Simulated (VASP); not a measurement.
Input of a VASP 6.6.1 run:

Contents of INCAR:

```
SYSTEM = SiC
ALGO = Normal
EDIFF = 1E-7
EDIFFG = -0.01
ENCUT = 600
GGA = LIBXC
GGA_COMPAT = .FALSE.
IBRION = 2
ISIF = 3
ISMEAR = -1
LASPH = .TRUE.
LCHARG = .FALSE.
LIBXC1 = GGA_X_B88
LIBXC2 = GGA_C_PBE
LREAL = .FALSE.
LWAVE = .FALSE.
NELM = 120
NELMIN = 4
NSW = 60
PREC = Accurate
SIGMA = 0.05
```

The input KPOINTS:

```
k-points
0
G
  10 10 5
  0 0 0
```

File POSCAR:

```
SiC
1.0
    3.0760000000      0.0000000000      0.0000000000
   -1.5380000000      2.6638941420      0.0000000000
    0.0000000000      0.0000000000      5.0480000000
Si C
2 2
Direct
    0.6666666667      0.3333333333      0.5000000000
    0.3333333333      0.6666666667      0.0000000000
    0.6666666667      0.3333333333      0.8850000000
    0.3333333333      0.6666666667      0.3850000000
```

Potentials or basis: VASP PAW PBE potentials, release 64 (Si, C).

Run with:

```sh
$ cat potpaw_PBE.64/Si/POTCAR potpaw_PBE.64/C/POTCAR > POTCAR
$ mpirun -np 1 vasp_std > vasp.out
```

Estimate the band gap on the k mesh.

2.46 eV (least direct gap 3.95 eV).

What does it give for the relaxed volume?

10.50 Å³/atom.

What does it give for the space group after relaxing (to 0.1 Å)?

P6_3mc (No. 186).

What does it give for the relaxed cell?

a = 3.092 Å, b = 3.092 Å, c = 5.074 Å, α = 90.00°, β = 90.00°, γ = 120.00°.

Final structure:
```xyz
4
Lattice="3.0916 0.0000 0.0000 -1.5458 2.6774 0.0000 0.0000 0.0000 5.0744" Properties=species:S:1:pos:R:3 pbc="T T T"
Si    1.5458    0.8925    2.5605
Si    0.0000    1.7849    0.0233
C     1.5458    0.8925    4.4676
C     0.0000    1.7849    1.9304
```

Caveat: the PAW data sets were made with another functional, which shifts forces and pressure a little; an odd mesh through Γ misses points on the zone boundary, where band edges can lie.
